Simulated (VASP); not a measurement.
Here is a VASP 6.6.1 calculation.

INCAR

```
PREC = Accurate
ENCUT = 520
EDIFF = 1E-7
ISMEAR = -1
SIGMA = 0.03
LREAL = False
LASPH = True
NELM = 80
ALGO = Normal
ISIF = 2
LWAVE = False
LCHARG = False
GGA = PS
NBANDS = 16
```

KPOINTS

```
Automatic mesh
0
Gamma
  11 11 11
```

File POSCAR:

```
InP
1.0
    0.0000000000      2.8550000000      2.7979000000
    2.8550000000      0.0000000000      2.7979000000
    2.8550000000      2.8550000000      0.0000000000
In P
1 1
Direct
    0.0000000000      0.0000000000      0.0000000000
    0.5000000000      0.5000000000      0.5000000000
```

Potentials or basis: VASP PAW PBE potentials, release 64 (In_d, P).

The run is started by

```console
$ cat potpaw_PBE.64/In_d/POTCAR potpaw_PBE.64/P/POTCAR > POTCAR
$ mpirun -np 1 vasp_std > vasp.out
```

**Question.** What does it give for the pressure?

**Answer.** -7.3 GPa.

**Question.** What does it give for the band gap on the k mesh?

**Answer.** Zero (band 9 reaches 6.39 eV, above the bottom of band 10 at 3.94 eV).

Stress tensor (GPa, compression positive):
```
-7.91  0.00  0.00
 0.00 -7.91  0.00
 0.00  0.00 -6.12
```

Caveat: the cell differs from its parent crystal (zz strain of -2 %); the PAW data sets were made with another functional, which shifts forces and pressure a little; spin-orbit coupling is left out, which moves the levels of the heavy elements.
